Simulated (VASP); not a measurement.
# Co (Fd-3m) in VASP: relaxation of cell and atoms with LDA

Aim: the relaxation of cell and atoms of Co with LDA.

Everything below comes from runs of VASP 6.6.1. Logs are shortened: lines on timing, memory, paths and dates and some standing lists are left out, and cuts for length are marked.

### 1 The cell of the first run

It takes space group Fd-3m (No. 227, cubic). Conventional cell: a = 4.446 Å, b = 4.446 Å, c = 4.446 Å, α = 90.00°, β = 90.00°, γ = 90.00°. Within 2.6 Å of Co (site symmetry -43m) lie 4 Co at 1.93 Å.

This isn't the form of Co at room conditions, which is hcp.

### 2 Relaxation of cell and atoms, LDA, collinear spin, ferromagnetic start, target pressure 29 GPa, at which the enthalpy is minimised

Contents of INCAR:

```
ALGO     = Normal         # electronic algorithm
EDIFF    = 1E-6           # SCF threshold, eV
EDIFFG   = -0.005         # ionic threshold
ENCUT    = 600            # plane-wave cutoff, eV
GGA      = CA             # functional
IBRION   = 2              # ionic algorithm
ISIF     = 3              # what is computed and relaxed
ISMEAR   = -1             # smearing method
ISPIN    = 2              # spin polarisation
LASPH    = T              # aspherical terms in the spheres
LCHARG   = F              # write CHGCAR
LMAXMIX  = 4              # l up to which the mixer works
LORBIT   = 11             # projections on sites
LREAL    = F              # projectors in reciprocal space
LWAVE    = F              # write WAVECAR
MAGMOM   = 1.7 1.7        # initial moments
NELM     = 150            # most SCF steps
NSW      = 60             # ionic steps
PREC     = Accurate       # precision mode
PSTRESS  = 290.0        
SIGMA    = 0.08           # smearing width, eV
```

Contents of KPOINTS:

```
k-points
0
Gamma
  15 15 15
```

Contents of POSCAR:

```
Co
1.0
    0.0000000000      2.2230458962      2.2230458962
    2.2230458962      0.0000000000      2.2230458962
    2.2230458962      2.2230458962      0.0000000000
Co
2
Direct
   -0.1250000000     -0.1250000000     -0.1250000000
    0.1250000000      0.1250000000      0.1250000000
```

Potentials or basis: VASP PAW LDA potentials, release 64 (Co).

On the command line:

```
cat potpaw_LDA.64/Co/POTCAR > POTCAR
mpirun -np 1 vasp_std > vasp.out
```

OUTCAR:

```text
EDIFF = 1E-6
   EDIFFG = -0.005
   ENCUT = 600
   GGA = CA
   IBRION = 2
   ISIF = 3
   ISMEAR = -1
   ISPIN = 2
   LASPH = T
   LORBIT = 11
   LREAL = F
   NELM = 150
   NSW = 60
   PREC = Accurate
   PSTRESS = 290.0

 ion  position               nearest neighbor table
   1  0.875  0.875  0.875-   2 1.93   2 1.93   2 1.93   2 1.93
   2  0.125  0.125  0.125-   1 1.93   1 1.93   1 1.93   1 1.93

  LATTYP: Found a face centered cubic cell.
 ALAT       =     4.4460917924

  Lattice vectors:

 A1 = (   0.0000000000,   2.2230458962,   2.2230458962)
 A2 = (   2.2230458962,   0.0000000000,   2.2230458962)
 A3 = (   2.2230458962,   2.2230458962,   0.0000000000)

Analysis of symmetry for initial positions (statically):
=====================================================================
 Subroutine PRICEL returns:
 Original cell was already a primitive cell.

 Routine SETGRP: Setting up the symmetry group for a
 face centered cubic supercell.

 Subroutine GETGRP returns: Found 48 space group operations
 (whereof 12 operations were pure point group operations)
 out of a pool of 48 trial point group operations.

The static configuration has the point symmetry D_3d.
 The point group associated with its full space group is O_h .

Analysis of symmetry for dynamics (positions and initial velocities):
=====================================================================
 Subroutine PRICEL returns:
 Original cell was already a primitive cell.

 Routine SETGRP: Setting up the symmetry group for a
 face centered cubic supercell.

 Subroutine GETGRP returns: Found 48 space group operations
 (whereof 12 operations were pure point group operations)
 out of a pool of 48 trial point group operations.

The dynamic configuration has the point symmetry D_3d.
 The point group associated with its full space group is O_h .

Analysis of structural, dynamic, and magnetic symmetry:
=====================================================================
 Subroutine PRICEL returns:
 Original cell was already a primitive cell.

 Routine SETGRP: Setting up the symmetry group for a
 face centered cubic supercell.

 Subroutine GETGRP returns: Found 48 space group operations
 (whereof 12 operations were pure point group operations)
 out of a pool of 48 trial point group operations.

The overall configuration has the point symmetry D_3d.
 The point group associated with its full space group is O_h .

 Subroutine INISYM returns: Found 48 space group operations
 (whereof 12 operations are pure point group operations),
 and found     1 'primitive' translations

----------------------------------------------------------------------------------------

                                     Primitive cell

  volume of cell :      21.9723

  direct lattice vectors                    reciprocal lattice vectors
     0.000000000  2.223045896  2.223045896    -0.224916634  0.224916634  0.224916634
     2.223045896  0.000000000  2.223045896     0.224916634 -0.224916634  0.224916634
     2.223045896  2.223045896  0.000000000     0.224916634  0.224916634 -0.224916634

  length of vectors
     3.143861656  3.143861656  3.143861656     0.389567037  0.389567037  0.389567037

  position of ions in fractional coordinates (direct lattice)
     0.875000000  0.875000000  0.875000000
     0.125000000  0.125000000  0.125000000

  ion indices of the primitive-cell ions
   primitive index   ion index
                 1           1
                 2           2

----------------------------------------------------------------------------------------

 KPOINTS: k-points

Automatic generation of k-mesh.
 Grid dimensions read from file:
 generate k-points for:   15   15   15

 Generating k-lattice:

  Cartesian coordinates                     Fractional coordinates (reciprocal lattice)
    -0.014994442  0.014994442  0.014994442     0.066666667  0.000000000  0.000000000
     0.014994442 -0.014994442  0.014994442     0.000000000  0.066666667  0.000000000
     0.014994442  0.014994442 -0.014994442     0.000000000  0.000000000  0.066666667

  Length of vectors
     0.025971136  0.025971136  0.025971136

  Shift w.r.t. Gamma in fractional coordinates (k-lattice)
     0.000000000  0.000000000  0.000000000

 Subroutine IBZKPT returns following result:
 ===========================================

 Found    120 irreducible k-points:

 Following reciprocal coordinates:
            Coordinates               Weight
  0.000000  0.000000  0.000000      1.000000
  0.066667  0.000000  0.000000      8.000000
  0.133333  0.000000  0.000000      8.000000
  0.200000  0.000000  0.000000      8.000000
  0.266667  0.000000  0.000000      8.000000
  0.333333  0.000000  0.000000      8.000000
[... 16 lines left out ...]
  0.133333  0.133333  0.000000      6.000000
  0.200000  0.133333  0.000000     24.000000
 [... further k-points ...]
   k-points           NKPTS =    120   k-points in BZ     NKDIM =    120   number of bands    NBANDS=     15
   number of dos      NEDOS =    301   number of ions     NIONS =      2
   total plane-waves  NPLWV =  21952
   dimension x,y,z NGX =    28 NGY =   28 NGZ =   28
   dimension x,y,z NGXF=    56 NGYF=   56 NGZF=   56
   ions per type =               2
   NGX,Y,Z   is equivalent  to a cutoff of  14.81, 14.81, 14.81 a.u.
   NGXF,Y,Z  is equivalent  to a cutoff of  29.61, 29.61, 29.61 a.u.
 SYSTEM =  unknown system
   PREC   = accura    normal or accurate (medium, high low for compatibility)
   ISTART =      0    job   : 0-new  1-cont  2-samecut
   ICHARG =      2    charge: 1-file 2-atom 10-const
   ISPIN  =      2    spin polarized calculation?
   LNONCOLLINEAR =      F non collinear calculations
   LSORBIT =      F    spin-orbit coupling
   LASPH  =      T    aspherical Exc in radial PAW
   ENCUT  =  600.0 eV  44.10 Ry    6.64 a.u.   6.28  6.28  6.28*2*pi/ulx,y,z
   NELM   =    150;   NELMIN=  2; NELMDL= -5     # of ELM steps
   EDIFF  = 0.1E-05   stopping-criterion for ELM
   LREAL  =      F    real-space projection
   EDIFFG = -.5E-02   stopping-criterion for IOM
   NSW    =     60    number of steps for IOM
   IBRION =      2    ionic relax: 0-MD 1-quasi-New 2-CG
   NFREE  =      1    steps in history (QN), initial steepest desc. (CG)
   ISIF   =      3    stress and relaxation
   ISYM   =      2    0-nonsym 1-usesym 2-fastsym
   POTIM  = 0.5000    time-step for ionic-motion
   TEBEG  =    0.0;   TEEND  =   0.0 temperature during run
   PSTRESS=  290.0 pullay stress
   NELECT =      18.0000    total number of electrons
   NUPDOWN=      -1.0000    fix difference up-down
   EMIN   =  10.00;   EMAX   =-10.00  energy-range for DOS
   EFERMI =   0.00;   METHOD = LEGACY
   ISMEAR =    -1;   SIGMA  =   0.08  broadening in eV -4-tet -1-fermi 0-gaus
   EFERMI_NEDOS =   21; number of points for ismear=-14 and -15
   IALGO  =     38    algorithm
   IMIX   =      4    mixing-type and parameters
     AMIX     =   0.40;   BMIX     =  1.00
     AMIX_MAG =   1.60;   BMIX_MAG =  1.00
  volume/ion in A,a.u.               =      10.99        74.14
  Fermi-wavevector in a.u.,A,eV,Ry     =   1.531818  2.894717 31.925624  2.346467
  Thomas-Fermi vector in A             =   2.639110
   LORBIT       =     11    0 simple, 1 ext, 2 COOP (PROOUT), +10 PAW based schemes
   GGA     = CA    functional components
   LHFCALC =     F    Hartree Fock is set to
   AEXX    =    0.0000 exact exchange contribution
   IVDW    =     0    specifies the selected vdW correction
   LEPSILON=     F    determine dielectric tensor
   LRPA    =     F    only Hartree local field effects (RPA)
 conjugate gradient relaxation of ions
 spin polarized calculation
  energy-cutoff  :      600.00
  volume of cell :       21.97
 maximum number of plane-waves:       751
 NGX is ok and might be reduce to    28
   NGX = 13   NGY = 13   NGZ = 13

--------------------------------------- Ionic step        1  -------------------------------------------

 number of electron      17.9999997 magnetization      -0.0087003

 number of electron      17.9999997 magnetization       0.0016192

 Free energy of the ion-electron system (eV)
  ---------------------------------------------------
  ext. energy  EPLUGINS =         0.00000000
  ---------------------------------------------------
  free energy    TOTEN  =       -12.87079960 eV

  energy without entropy =      -12.81310433  energy(sigma->0) =      -12.84195197

 E-fermi :  10.1775     XC(G=0): -13.3397

 val. band max:       10.1761387165   @ k =   0.4000   0.1333   0.0667
 cond. band min:      10.1788135297   @ k =   0.4667   0.1333   0.0667
 fundamental gap:      0.0026748132
 Fermi energy:        10.1774909775

 spin component 1

 k-point     1 :       0.0000    0.0000    0.0000
  band No.  band energies     occupation
      1       1.5115      1.00000
      2       5.5582      1.00000
      3       5.5582      1.00000
      4       6.0557      1.00000
      5       6.0557      1.00000
      6       6.0557      1.00000
      7       8.5782      1.00000
      8       8.5782      1.00000
      9       8.5782      1.00000
     10      10.6941      0.00157
     11      10.6941      0.00157
     12      26.5181      0.00000
     13      26.5181      0.00000
     14      26.5181      0.00000
     15      26.7998      0.00000
[... 957 lines left out ...]
  FREE ENERGIE OF THE ION-ELECTRON SYSTEM (eV)
  ---------------------------------------------------
  free  energy   TOTEN  =       -13.3536336488 eV

  energy  without entropy=      -13.2880288132  energy(sigma->0) =      -13.32083123

  enthalpy is  TOTEN    =        -9.0296226791 eV   P V=        4.3240109696

[... ionic steps 4 to 10 ...]

--------------------------------------- Ionic step       11  -------------------------------------------

 number of electron      18.0000005 magnetization       0.0000000

------------------------ aborting loop because EDIFF is reached ----------------------------------------

  FORCE on cell =-STRESS in cart. coord.  units (eV):
  Direction    XX          YY          ZZ          XY          YZ          ZX
  --------------------------------------------------------------------------------------
  -------------------------------------------------------------------------------------
  Total        4.3335783      4.3335783      4.3335783      0.0000000     -0.0000000      0.0000000
  in kB      292.2247787    292.2247787    292.2247787      0.0000000     -0.0000000      0.0000000
  external PRESSURE =       2.2247787 kB  Pullay stress =     290.0000000 kB
[... 61 lines left out ...]
  enthalpy is  TOTEN    =        -9.0300059249 eV   P V=        4.3006943764

--------------------------------------- Ionic step       13  -------------------------------------------

 number of electron      18.0000005 magnetization      -0.0000000

 Free energy of the ion-electron system (eV)
  ---------------------------------------------------
  ext. energy  EPLUGINS =         0.00000000
  ---------------------------------------------------
  free energy    TOTEN  =       -13.33091977 eV

  energy without entropy =      -13.26587119  energy(sigma->0) =      -13.29839548

 E-fermi :   8.9667     XC(G=0): -12.8938

 val. band max:        8.9645658454   @ k =   0.4667   0.1333   0.0667
 cond. band min:       8.9755105568   @ k =  -0.1333   0.2000   0.0667
 fundamental gap:      0.0109447114
 Fermi energy:         8.9667143035

 spin component 1

 k-point     1 :       0.0000    0.0000    0.0000
  band No.  band energies     occupation
      1       0.8048      1.00000
      2       4.8221      1.00000
      3       4.8221      1.00000
      4       5.2036      1.00000
      5       5.2036      1.00000
      6       5.2036      1.00000
      7       7.5251      1.00000
      8       7.5251      1.00000
      9       7.5251      1.00000
     10       9.4132      0.00376
     11       9.4132      0.00376
     12      24.5374      0.00000
     13      24.5374      0.00000
     14      24.5374      0.00000
     15      24.7263      0.00000
[... 879 lines left out ...]
  FREE ENERGIE OF THE ION-ELECTRON SYSTEM (eV)
  ---------------------------------------------------
  free  energy   TOTEN  =       -13.3309197746 eV

  energy  without entropy=      -13.2658711922  energy(sigma->0) =      -13.29839548

  enthalpy is  TOTEN    =        -9.0300080790 eV   P V=        4.3009116956

 reached required accuracy - stopping structural energy minimisation

 total charge

# of ion       s       p       d       tot
------------------------------------------
    1        0.642   0.566   7.551   8.760
    2        0.642   0.566   7.551   8.760
--------------------------------------------------
tot          1.284   1.132  15.103  17.519

 magnetization (x)

# of ion       s       p       d       tot
------------------------------------------
    1        0.000  -0.000  -0.000  -0.000
    2        0.000  -0.000  -0.000  -0.000
--------------------------------------------------
tot          0.000  -0.000  -0.000  -0.000
```

Run time: 5.9 min. Hardware: 1 thread of Intel Xeon Platinum 8488C (Sapphire Rapids), shared host; peak memory 0.21 GiB.

What came out:

- Free energy: -13.3309 eV
- Relaxed volume: 11.88 Å³/atom
- Relaxed cell: a = 3.227 Å, b = 3.227 Å, c = 3.227 Å, α = 60.00°, β = 60.00°, γ = 60.00°
- Space group after relaxing (to 0.1 Å): Fd-3m (No. 227)
- Energy change on relaxing (the run minimises the enthalpy): -230.1 meV/atom
- Ionic steps: 13
- Pressure after relaxing: 29.0 GPa
- Band gap on the k mesh: zero (filled and empty bands overlap)
- Net moment: 0.00 μB per cell
- Valence electrons inside the program's atomic spheres: Co 8.76

The path:
```
step  energy change (eV)  largest force (eV/Å)  pressure (GPa)  volume (Å³)
   1              0.0000                0.0000           54.68        21.97
   2             -0.7251                0.0000           -4.69        28.06
   3             -0.4828                0.0000           27.82        23.89
   4             -0.4662                0.0000           28.86        23.80
   5             -0.4594                0.0000           29.31        23.76
   6             -0.4596                0.0000           29.12        23.76
   7             -0.4597                0.0000           29.16        23.76
   8             -0.4597                0.0000           29.26        23.76
   9             -0.4597                0.0000           29.27        23.76
  10             -0.4597                0.0000           29.25        23.76
  11             -0.4598                0.0000           29.22        23.76
  12             -0.4599                0.0000           29.15        23.76
  13             -0.4601                0.0000           29.01        23.76
```

Final structure:
```cif
data_structure
_symmetry_space_group_name_H-M 'P 1'
_symmetry_Int_Tables_number 1
_cell_length_a 3.2270
_cell_length_b 3.2270
_cell_length_c 3.2270
_cell_angle_alpha 60.000
_cell_angle_beta 60.000
_cell_angle_gamma 60.000
_cell_volume 23.76
loop_
_atom_site_label
_atom_site_type_symbol
_atom_site_fract_x
_atom_site_fract_y
_atom_site_fract_z
_atom_site_occupancy
Co1 Co 0.87500 0.87500 0.87500 1
Co2 Co 0.12500 0.12500 0.12500 1
```

Caveat: the cell is relaxed towards a set pressure, so the run minimises the enthalpy, not the energy; the moments typed at the start vanished in this run.
